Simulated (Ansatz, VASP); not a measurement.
Two plane-wave programs on PbF2

The input INCAR:

```
SYSTEM = PbF2
ALGO = Normal
EDIFF = 1E-6
ENCUT = 600
GGA = PE
GGA_COMPAT = .False.
ISIF = 2
ISMEAR = -1
LASPH = .True.
LCHARG = .False.
LREAL = .False.
LWAVE = .False.
NBANDS = 21
NELM = 120
PREC = Accurate
SIGMA = 0.02
```

The input KPOINTS:

```
k-points
0
Gamma
  8 8 8
  0 0 0
```

The input POSCAR:

```
PbF2
1.0
    0.0617146835      2.9458082816      2.9458082816
    2.9458082816      0.0617146835      2.9458082816
    3.0075229651      3.0075229651      0.0000000000
Pb F
1 2
Direct
    0.0000000000      0.0000000000      0.0000000000
    0.2451447819      0.2451447819      0.2548552181
    0.7548552181      0.7548552181      0.7451447819
```

Input for Ansatz:

```yaml
crystal:
  lattice:
    - [0.0617146835, 2.9458082816, 2.9458082816]
    - [2.9458082816, 0.0617146835, 2.9458082816]
    - [3.0075229651, 3.0075229651, 0.0]
  atoms:
    - { symbol: Pb, position: [0.0, 0.0, 0.0] }
    - { symbol: F, position: [0.2451447819, 0.2451447819, 0.2548552181] }
    - { symbol: F, position: [0.7548552181, 0.7548552181, 0.7451447819] }
kpoints:
  mp_grid: { grid: [8, 8, 8] }
  band_path:
    path:
      - [0.0, 0.0, 0.0]
      - [0.5, 0.0, 0.5]
      - [0.625, 0.25, 0.625]
      - [0.375, 0.375, 0.75]
      - [0.5, 0.5, 0.5]
      - [0.5, 0.25, 0.75]
      - [0.260417, -0.46875, -0.208333]
      - [0.0, 0.5, 0.5]
    npoints: 1
hamiltonian:
  xc: pbe
scf:
  occupations: { method: fermi_dirac, width: 0.02 }
  n_extra_bands: 4
output:
  forces: true
  stress: true
  eigenvalues: true
```

Change from the starting cell: shear_xy strain +4.2%.

Alike in both runs: task single point; functional PBE; k mesh 8 × 8 × 8; occupations fermi-dirac, width 0.02 eV; no spin polarisation.

|  | VASP | Ansatz |
| --- | --- | --- |
| version | VASP 6.6.1 | Ansatz 0.2.0 |
| potentials or method | VASP PAW PBE potentials, release 64 (Pb_d, F) | plane waves, PAW |
| plane-wave cutoff (eV) | 600 | 420 |
| valence electrons in the cell | 28 | 28 |

|  | VASP | Ansatz | Ansatz less VASP |
| --- | --- | --- | --- |
| gap on the k mesh at the Fermi level (eV) | 4.40 | 4.40 | +0.002 |
| pressure (GPa) | 4.0 | 4.2 | +0.25 |
| traceless stress, the component that is largest in VASP (GPa) | -0.95 | -0.95 | +0.010 |
| rms of the force components (eV/Å) | 0.003 | 0.003 | -0.0003 |

Atom by atom the forces differ by 0.000 eV/Å (rms over components).

Spin-orbit coupling is off throughout.
